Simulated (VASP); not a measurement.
A run of VASP 6.6.1:

File INCAR:

```
ALGO = Fast
EDIFF = 1E-7
EDIFFG = -0.005
ENCUT = 600
GGA = CA
IBRION = 2
ISIF = 3
ISMEAR = 0
ISPIN = 2
LASPH = T
LCHARG = F
LMAXMIX = 4
LORBIT = 11
LREAL = F
LWAVE = F
MAGMOM = 2.22
NELM = 150
NSW = 100
PREC = Accurate
SIGMA = 0.1
```

The input KPOINTS:

```
k-points
0
Gamma
  22 22 22
```

POSCAR

```
Fe
1.0
   -1.3762269534      1.3762269534      1.3762269534
    1.3762269534     -1.3762269534      1.3762269534
    1.3762269534      1.3762269534     -1.3762269534
Fe
1
Direct
    0.0000000000      0.0000000000      0.0000000000
```

Potentials or basis: VASP PAW LDA potentials, release 64 (Fe).

Command:

```sh
$ cat potpaw_LDA.64/Fe/POTCAR > POTCAR
$ mpirun -np 1 vasp_std > vasp.out
```

Hardware: 1 thread of Intel Xeon 6975P-C, on a shared host.

Estimate the wall time of this run.

Run time: 94 s on 1 thread of Intel Xeon 6975P-C (shared host), peak memory 0.19 GiB. Counts: scf iterations 30, k points 328, ion steps 3.
